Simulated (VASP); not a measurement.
# Pt (Pm-3m) in VASP: a series of runs

Runs on Pt. Level: PBEsol. Tasks: single point, relaxation of cell and atoms.

Program: VASP 6.6.1. These are calculated values, not measurements. Logs are shortened: lines on timing, memory, paths and dates and some standing lists are left out, and cuts for length are marked.

### Step 1. The cell of the first run

It takes space group Pm-3m (No. 221, cubic). The conventional cell has a = 2.524 Å, b = 2.524 Å, c = 2.524 Å, α = 90.00°, β = 90.00°, γ = 90.00°. Within 3.3 Å of Pt (site symmetry m-3m) lie 6 Pt at 2.52 Å.

### Step 2. Single point, PBEsol

INCAR reads:

```
PREC = Accurate
ENCUT = 520
EDIFF = 1E-7
ISMEAR = -1
SIGMA = 0.1
LREAL = F
LASPH = T
NELM = 100
ALGO = Normal
ISIF = 2
LWAVE = F
LCHARG = T
GGA = PS
LELF = T
LVHAR = T
NBANDS = 11
```

KPOINTS reads:

```
regular mesh
0
Gamma
  9 9 9
```

POSCAR reads:

```
Pt
1.0
    2.5241923153      0.0000000000      0.0000000000
    0.0000000000      2.5241923153      0.0000000000
    0.0000000000      0.0000000000      2.5241923153
Pt
1
Direct
    0.0000000000      0.0000000000      0.0000000000
```

Potentials or basis: VASP PAW PBE potentials, release 64 (Pt).

Started as:

```console
cat potpaw_PBE.64/Pt/POTCAR > POTCAR
mpirun -np 1 vasp_std > vasp.out
```

OUTCAR:

```text
PREC = Accurate
   ENCUT = 520
   EDIFF = 1E-7
   ISMEAR = -1
   LREAL = F
   LASPH = T
   NELM = 100
   ISIF = 2
   GGA = PS

 ion  position               nearest neighbor table
   1  0.000  0.000  0.000-

  LATTYP: Found a simple cubic cell.
 ALAT       =     2.5241923153

  Lattice vectors:

 A1 = (   2.5241923153,   0.0000000000,   0.0000000000)
 A2 = (   0.0000000000,   2.5241923153,   0.0000000000)
 A3 = (   0.0000000000,   0.0000000000,   2.5241923153)

Analysis of symmetry for initial positions (statically):
=====================================================================
 Subroutine PRICEL returns:
 Original cell was already a primitive cell.

 Routine SETGRP: Setting up the symmetry group for a
 simple cubic supercell.

 Subroutine GETGRP returns: Found 48 space group operations
 (whereof 48 operations were pure point group operations)
 out of a pool of 48 trial point group operations.

The static configuration has the point symmetry O_h .

Analysis of symmetry for dynamics (positions and initial velocities):
=====================================================================
 Subroutine PRICEL returns:
 Original cell was already a primitive cell.

 Routine SETGRP: Setting up the symmetry group for a
 simple cubic supercell.

 Subroutine GETGRP returns: Found 48 space group operations
 (whereof 48 operations were pure point group operations)
 out of a pool of 48 trial point group operations.

The dynamic configuration has the point symmetry O_h .

 Subroutine INISYM returns: Found 48 space group operations
 (whereof 48 operations are pure point group operations),
 and found     1 'primitive' translations

----------------------------------------------------------------------------------------

                                     Primitive cell

  volume of cell :      16.0830

  direct lattice vectors                    reciprocal lattice vectors
     2.524192315  0.000000000  0.000000000     0.396166328  0.000000000  0.000000000
     0.000000000  2.524192315  0.000000000     0.000000000  0.396166328  0.000000000
     0.000000000  0.000000000  2.524192315     0.000000000  0.000000000  0.396166328

  length of vectors
     2.524192315  2.524192315  2.524192315     0.396166328  0.396166328  0.396166328

  position of ions in fractional coordinates (direct lattice)
     0.000000000  0.000000000  0.000000000

  ion indices of the primitive-cell ions
   primitive index   ion index
                 1           1

----------------------------------------------------------------------------------------

 KPOINTS: regular mesh

Automatic generation of k-mesh.
 Grid dimensions read from file:
 generate k-points for:    9    9    9

 Generating k-lattice:

  Cartesian coordinates                     Fractional coordinates (reciprocal lattice)
     0.044018481  0.000000000  0.000000000     0.111111111  0.000000000  0.000000000
     0.000000000  0.044018481  0.000000000     0.000000000  0.111111111  0.000000000
     0.000000000  0.000000000  0.044018481     0.000000000  0.000000000  0.111111111

  Length of vectors
     0.044018481  0.044018481  0.044018481

  Shift w.r.t. Gamma in fractional coordinates (k-lattice)
     0.000000000  0.000000000  0.000000000

 Subroutine IBZKPT returns following result:
 ===========================================

 Found     35 irreducible k-points:

 Following reciprocal coordinates:
            Coordinates               Weight
  0.000000  0.000000  0.000000      1.000000
  0.111111  0.000000  0.000000      6.000000
  0.222222  0.000000  0.000000      6.000000
  0.333333  0.000000  0.000000      6.000000
  0.444444  0.000000  0.000000      6.000000
  0.111111  0.111111  0.000000     12.000000
[... 16 lines left out ...]
  0.333333  0.333333  0.111111     24.000000
  0.444444  0.333333  0.111111     48.000000
 [... further k-points ...]
   k-points           NKPTS =     35   k-points in BZ     NKDIM =     35   number of bands    NBANDS=     11
   number of dos      NEDOS =    301   number of ions     NIONS =      1
   total plane-waves  NPLWV =   8000
   dimension x,y,z NGX =    20 NGY =   20 NGZ =   20
   dimension x,y,z NGXF=    40 NGYF=   40 NGZF=   40
   ions per type =               1
   NGX,Y,Z   is equivalent  to a cutoff of  13.17, 13.17, 13.17 a.u.
   NGXF,Y,Z  is equivalent  to a cutoff of  26.34, 26.34, 26.34 a.u.
 SYSTEM =  unknown system
   PREC   = accura    normal or accurate (medium, high low for compatibility)
   ISTART =      0    job   : 0-new  1-cont  2-samecut
   ICHARG =      2    charge: 1-file 2-atom 10-const
   ISPIN  =      1    spin polarized calculation?
   LNONCOLLINEAR =      F non collinear calculations
   LSORBIT =      F    spin-orbit coupling
   LASPH  =      T    aspherical Exc in radial PAW
   ENCUT  =  520.0 eV  38.22 Ry    6.18 a.u.   4.69  4.69  4.69*2*pi/ulx,y,z
   NELM   =    100;   NELMIN=  2; NELMDL= -5     # of ELM steps
   EDIFF  = 0.1E-06   stopping-criterion for ELM
   LREAL  =      F    real-space projection
   EDIFFG = 0.1E-05   stopping-criterion for IOM
   NSW    =      0    number of steps for IOM
   IBRION =     -1    ionic relax: 0-MD 1-quasi-New 2-CG
   NFREE  =      0    steps in history (QN), initial steepest desc. (CG)
   ISIF   =      2    stress and relaxation
   ISYM   =      2    0-nonsym 1-usesym 2-fastsym
   POTIM  = 0.5000    time-step for ionic-motion
   TEBEG  =    0.0;   TEEND  =   0.0 temperature during run
   PSTRESS=    0.0 pullay stress
   NELECT =      10.0000    total number of electrons
   NUPDOWN=      -1.0000    fix difference up-down
   EMIN   =  10.00;   EMAX   =-10.00  energy-range for DOS
   EFERMI =   0.00;   METHOD = LEGACY
   ISMEAR =    -1;   SIGMA  =   0.10  broadening in eV -4-tet -1-fermi 0-gaus
   EFERMI_NEDOS =   21; number of points for ismear=-14 and -15
   IALGO  =     38    algorithm
   IMIX   =      4    mixing-type and parameters
     AMIX     =   0.40;   BMIX     =  1.00
     AMIX_MAG =   1.60;   BMIX_MAG =  1.00
  volume/ion in A,a.u.               =      16.08       108.53
  Fermi-wavevector in a.u.,A,eV,Ry     =   1.397287  2.640490 26.564177  1.952412
  Thomas-Fermi vector in A             =   2.520558
   LORBIT       =      0    0 simple, 1 ext, 2 COOP (PROOUT), +10 PAW based schemes
   GGA     = PS    functional components
   LHFCALC =     F    Hartree Fock is set to
   AEXX    =    0.0000 exact exchange contribution
   IVDW    =     0    specifies the selected vdW correction
   LEPSILON=     F    determine dielectric tensor
   LRPA    =     F    only Hartree local field effects (RPA)
 non-spin polarized calculation
  energy-cutoff  :      520.00
  volume of cell :       16.08
 maximum number of plane-waves:       461
 NGX is ok and might be reduce to    20
   NGX =  9   NGY =  9   NGZ =  9

 number of electron      10.0000002 magnetization

 Free energy of the ion-electron system (eV)
  ---------------------------------------------------
  ext. energy  EPLUGINS =         0.00000000
  ---------------------------------------------------
  free energy    TOTEN  =        -6.36474870 eV

  energy without entropy =       -6.32308824  energy(sigma->0) =       -6.34391847

 E-fermi :   9.8711     XC(G=0): -13.1088

 val. band max:        9.8567096560   @ k =   0.3333   0.1111   0.1111
 cond. band min:       9.9224639145   @ k =   0.4444   0.1111   0.1111
 fundamental gap:      0.0657542584
 Fermi energy:         9.8711497371

 k-point     1 :       0.0000    0.0000    0.0000
  band No.  band energies     occupation
      1       0.3968      2.00000
      2       3.2875      2.00000
      3       3.2875      2.00000
      4      10.3683      0.01376
      5      10.3683      0.01376
      6      10.3683      0.01376
      7      25.7256      0.00000
      8      25.7256      0.00000
      9      25.7256      0.00000
     10      32.0207      0.00000
     11      34.8781      0.00000

 k-point     2 :       0.1111    0.0000    0.0000
  band No.  band energies     occupation
      1       0.7726      2.00000
      2       3.3629      2.00000
      3       3.6622      2.00000
      4       9.9910      0.46338
      5       9.9910      0.46338
      6      10.3981      0.01024
      7      23.5851      0.00000
      8      26.4202      0.00000
      9      26.4202      0.00000
     10      32.6062      0.00000
     11      33.1084      0.00000

 k-point     3 :       0.2222    0.0000    0.0000
  band No.  band energies     occupation
      1       1.6614      2.00000
      2       3.5596      2.00000
      3       4.8565      2.00000
      4       9.1395      1.99867
      5       9.1395      1.99867
      6      10.4740      0.00480
      7      20.2422      0.00000
      8      28.1472      0.00000
      9      28.1472      0.00000
     10      29.7741      0.00000
     11      33.2637      0.00000

 k-point     4 :       0.3333    0.0000    0.0000
  band No.  band energies     occupation
      1       2.5850      2.00000
      2       3.7945      2.00000
      3       6.7773      2.00000
      4       8.3028      2.00000
      5       8.3028      2.00000
      6      10.5617      0.00200
      7      17.3472      0.00000
      8      27.6660      0.00000
      9      30.2060      0.00000
     10      30.2060      0.00000
     11      32.0915      0.00000
[... 239 lines left out ...]
 k-point    22 :       0.4444    0.2222    0.1111
  band No.  band energies     occupation
      1       4.5107      2.00000
      2       4.9697      2.00000
      3       6.1840      2.00000
      4       7.2002      2.00000
      5       9.1304      1.99879
      6      11.9710      0.00000
      7      16.2189      0.00000
      8      26.1098      0.00000
      9      28.0858      0.00000
     10      29.1381      0.00000
     11      33.3945      0.00000

 k-point    23 :       0.3333    0.3333    0.1111
  band No.  band energies     occupation
      1       4.1547      2.00000
      2       4.8004      2.00000
      3       7.6580      2.00000
      4       7.7144      2.00000
      5       8.7482      1.99997
      6      10.2065      0.06758
      7      19.5371      0.00000
      8      22.3114      0.00000
      9      28.2773      0.00000
     10      30.1295      0.00000
     11      34.4264      0.00000

 k-point    24 :       0.4444    0.3333    0.1111
  band No.  band energies     occupation
      1       3.8532      2.00000
      2       4.9223      2.00000
      3       7.3735      2.00000
      4       7.8281      2.00000
      5       9.2884      1.99412
      6      12.9970      0.00000
      7      16.7210      0.00000
      8      23.4878      0.00000
      9      25.8912      0.00000
     10      30.1832      0.00000
     11      33.6487      0.00000

 [... further k-points ...]
[... 5 lines left out ...]
  --------------------------------------------------------------------------------------
  -------------------------------------------------------------------------------------
  Total        1.9559845      1.9559845      1.9559845      0.0000000      0.0000000     -0.0000000
  in kB      194.8537042    194.8537042    194.8537042      0.0000000      0.0000000     -0.0000000
  external PRESSURE =     194.8537042 kB  Pullay stress =       0.0000000 kB

 VOLUME and BASIS-vectors are now :
 -----------------------------------------------------------------------------
  energy-cutoff  :      520.00
  volume of cell :       16.08
      direct lattice vectors                 reciprocal lattice vectors
     2.524192315  0.000000000  0.000000000     0.396166328  0.000000000  0.000000000
     0.000000000  2.524192315  0.000000000     0.000000000  0.396166328  0.000000000
     0.000000000  0.000000000  2.524192315     0.000000000  0.000000000  0.396166328

 POSITION                                       TOTAL-FORCE (eV/Angst)
 -----------------------------------------------------------------------------------
      0.00000      0.00000      0.00000         0.000000      0.000000      0.000000
 -----------------------------------------------------------------------------------
    total drift:                                0.000000      0.000000      0.000000

  FREE ENERGIE OF THE ION-ELECTRON SYSTEM (eV)
  ---------------------------------------------------
  free  energy   TOTEN  =        -6.3647486957 eV

  energy  without entropy=       -6.3230882444  energy(sigma->0) =       -6.34391847
```

It used 12 s of CPU time on 1 thread of Intel Xeon 8259CL (shared host).

Results:

| Property | Result |
| --- | --- |
| Free energy | -6.3647 eV |
| Pressure | 19.5 GPa |
| Band gap on the k mesh | zero (band 5 reaches 11.90 eV, above the bottom of band 6 at 8.69 eV) |

Caveat: the PAW data sets were made with another functional, which shifts forces and pressure a little; spin-orbit coupling is left out, which moves the levels of the heavy elements.

### Step 3. Relaxation of cell and atoms, PBEsol

This run uses another cell than the first one, of 16.58 Å³/atom, 1.031 times its volume.

INCAR reads:

```
SYSTEM = Pt
PREC = Accurate ; ENCUT = 600
EDIFF = 1E-6 ; ISMEAR = -1
SIGMA = 0.1 ; LREAL = .FALSE.
LASPH = .TRUE. ; NELM = 100
ALGO = Normal ; ISIF = 3
LWAVE = .FALSE. ; LCHARG = .FALSE.
GGA = PS ; IBRION = 2
NSW = 80 ; EDIFFG = -0.02
```

KPOINTS reads:

```
Automatic mesh
0
G
  9 9 9
  0 0 0
```

POSCAR reads:

```
Pt
1.0
    2.5500000000      0.0000000000      0.0000000000
    0.0000000000      2.5500000000      0.0000000000
    0.0000000000      0.0000000000      2.5500000000
Pt
1
Direct
    0.0000000000      0.0000000000      0.0000000000
```

Potentials or basis: VASP PAW PBE potentials, release 64 (Pt).

Started as:

```console
cat potpaw_PBE.64/Pt/POTCAR > POTCAR
mpirun -np 1 vasp_std > vasp.out
```

OUTCAR:

```text
SYSTEM = Pt
   PREC = Accurate
   ENCUT = 600
   EDIFF = 1E-6
   ISMEAR = -1
   LREAL = .FALSE.
   LASPH = .TRUE.
   NELM = 100
   ISIF = 3
   GGA = PS
   IBRION = 2
   NSW = 80
   EDIFFG = -0.02

 ion  position               nearest neighbor table
   1  0.000  0.000  0.000-

  LATTYP: Found a simple cubic cell.
 ALAT       =     2.5500000000

  Lattice vectors:

 A1 = (   2.5500000000,   0.0000000000,   0.0000000000)
 A2 = (   0.0000000000,   2.5500000000,   0.0000000000)
 A3 = (   0.0000000000,   0.0000000000,   2.5500000000)

Analysis of symmetry for initial positions (statically):
=====================================================================
 Subroutine PRICEL returns:
[... 283 lines left out ...]

  energy without entropy =       -6.38982122  energy(sigma->0) =       -6.41254858

 E-fermi :   8.6049     XC(G=0): -12.6743

 val. band max:        8.5698250747   @ k =   0.3333   0.1111   0.1111
 cond. band min:       8.6263212840   @ k =   0.4444   0.1111   0.1111
 fundamental gap:      0.0564962093
 Fermi energy:         8.6049474724

 k-point     1 :       0.0000    0.0000    0.0000
  band No.  band energies     occupation
      1      -0.1542      2.00000
      2       2.6950      2.00000
      3       2.6951      2.00000
      4       9.0116      0.03368
      5       9.0116      0.03368
      6       9.0116      0.03368
      7      24.0301      0.00000
      8      24.0301      0.00000
      9      24.0301      0.00000
[... 265 lines left out ...]
 k-point    24 :       0.4444    0.3333    0.1111
  band No.  band energies     occupation
      1       3.2632      2.00000
      2       4.1204      2.00000
      3       6.3940      2.00000
      4       6.7910      2.00000
      5       8.0663      1.99088
      6      11.5730      0.00000
      7      15.0383      0.00000
      8      21.4981      0.00000
      9      24.0213      0.00000

 [... further k-points ...]
[... 5 lines left out ...]
  --------------------------------------------------------------------------------------
  -------------------------------------------------------------------------------------
  Total       -0.0046957     -0.0046957     -0.0046957      0.0000000      0.0000000      0.0000000
  in kB       -0.4339776     -0.4339776     -0.4339776      0.0000000      0.0000000      0.0000000
  external PRESSURE =      -0.4339776 kB  Pullay stress =       0.0000000 kB
[... 16 lines left out ...]
  FREE ENERGIE OF THE ION-ELECTRON SYSTEM (eV)
  ---------------------------------------------------
  free  energy   TOTEN  =        -6.4352759283 eV

  energy  without entropy=       -6.3898212229  energy(sigma->0) =       -6.41254858

 reached required accuracy - stopping structural energy minimisation
```

OSZICAR:

```text
N       E                     dE             d eps       ncg     rms          rms(c)
DAV:   1     0.411217278094E+02    0.41122E+02   -0.58944E+03   630   0.115E+03
DAV:   2    -0.635055227752E+01   -0.47472E+02   -0.46302E+02   668   0.193E+02
DAV:   3    -0.682605463803E+01   -0.47550E+00   -0.47063E+00   722   0.203E+01
[... 29 lines left out ...]
DAV:   1    -0.643559196441E+01   -0.36083E-03   -0.63416E-03   638   0.854E-01    0.113E-01
DAV:   2    -0.643527968973E+01    0.31227E-03   -0.10069E-03   633   0.283E-01    0.383E-02
DAV:   3    -0.643527362473E+01    0.60650E-05   -0.37443E-05   651   0.506E-02    0.247E-02
DAV:   4    -0.643527589800E+01   -0.22733E-05   -0.33831E-06   646   0.137E-02    0.961E-04
DAV:   5    -0.643527592833E+01   -0.30329E-07   -0.54254E-08   315   0.213E-03
   4 F= -.64352759E+01 E0= -.64125486E+01  d E =-.239812E-01
```

CONTCAR:

```text
Pt
   1.00000000000000
     2.5881078000399942    0.0000000000000000    0.0000000000000000
     0.0000000000000000    2.5881078000399942    0.0000000000000000
    -0.0000000000000000    0.0000000000000000    2.5881078000399942
  Pt
     1
Direct
     0.0000000000000000    0.0000000000000000    0.0000000000000000

  0.00000000E+00  0.00000000E+00  0.00000000E+00
```

Run time: 45 s. Hardware: 1 thread of Intel Xeon 8259CL, shared host; peak memory 0.13 GiB.

Results:

```
Free energy                            : -6.4353 eV
Relaxed volume                         : 17.34 Å³/atom
Relaxed cell                           : a = 2.588 Å, b = 2.588 Å, c = 2.588 Å, α = 90.00°, β = 90.00°, γ = 90.00°
Space group after relaxing (to 0.05 Å) : Pm-3m (No. 221)
Energy gained by relaxing              : 24.0 meV/atom
Ionic steps                            : 4
Pressure after relaxing                : 0.0 GPa
Band gap on the k mesh                 : zero (band 5 reaches 10.37 eV, above the bottom of band 6 at 7.54 eV)
```

Step by step:
| step | energy change (eV) | largest force (eV/Å) | pressure (GPa) | volume (Å³) |
| --- | --- | --- | --- | --- |
| 1 | 0.0000 | 0.0000 | 10.72 | 16.58 |
| 2 | 0.1061 | 0.0000 | -18.04 | 19.39 |
| 3 | -0.0239 | 0.0000 | -0.41 | 17.37 |
| 4 | -0.0240 | 0.0000 | -0.04 | 17.34 |

Final structure:
```
Pt
1.0
     2.58811    0.00000    0.00000
     0.00000    2.58811    0.00000
     0.00000    0.00000    2.58811
Pt
1
Direct
  0.00000 0.00000 0.00000
```

Caveat: the PAW data sets were made with another functional, which shifts forces and pressure a little; spin-orbit coupling is left out, which moves the levels of the heavy elements.

(Continued in part 2 of 2.)
